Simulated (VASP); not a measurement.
Set up this calculation in VASP 6.6.1, as the native input.

* Task: single point
* Functional: LDA
* Potentials or basis: VASP PAW LDA potentials, release 64 (B, N)
* Cutoff: 600 eV
* k mesh: 8 × 8 × 8
* Occupations: fermi-dirac, width 0.1 eV
* Spin: no spin polarisation
* Dipole correction: no
* Further INCAR settings: ALGO = Normal; EDIFF = 1e-06; NBANDS = 11

The structure of BN (Qingsongite) lies in POSCAR:

```
BN
1.0
    0.0000000000      1.8075000000      1.8075000000
    1.8075000000      0.0000000000      1.8075000000
    1.8075000000      1.8075000000      0.0000000000
B N
1 1
Direct
    0.0000000000      0.0000000000      0.0000000000
    0.2500000000      0.2500000000      0.2500000000
```

One way to write it, as run:

INCAR

```
SYSTEM = BN
PREC = Accurate
ENCUT = 600
EDIFF = 1E-6
ISMEAR = -1
SIGMA = 0.1
LREAL = .FALSE.
LASPH = .TRUE.
NELM = 120
ALGO = Normal
ISIF = 2
LWAVE = .FALSE.
LCHARG = .FALSE.
NBANDS = 11
GGA_COMPAT = .FALSE.
```

KPOINTS

```
Automatic mesh
0
G
  8 8 8
  0 0 0
```

Potentials or basis: VASP PAW LDA potentials, release 64 (B, N).

Command:

```sh
$ cat potpaw_LDA.64/B/POTCAR potpaw_LDA.64/N/POTCAR > POTCAR
$ mpirun -np 1 vasp_std > vasp.out
```

Results of the run:

The pressure is -10.3 GPa and the band gap on the k mesh is 4.34 eV, indirect (least direct gap 8.68 eV).

Wall time 3.9 s on 1 thread of Intel(R) Xeon(R) Platinum 8488C (Sapphire Rapids), with other jobs on the host, peak memory 0.11 GiB.
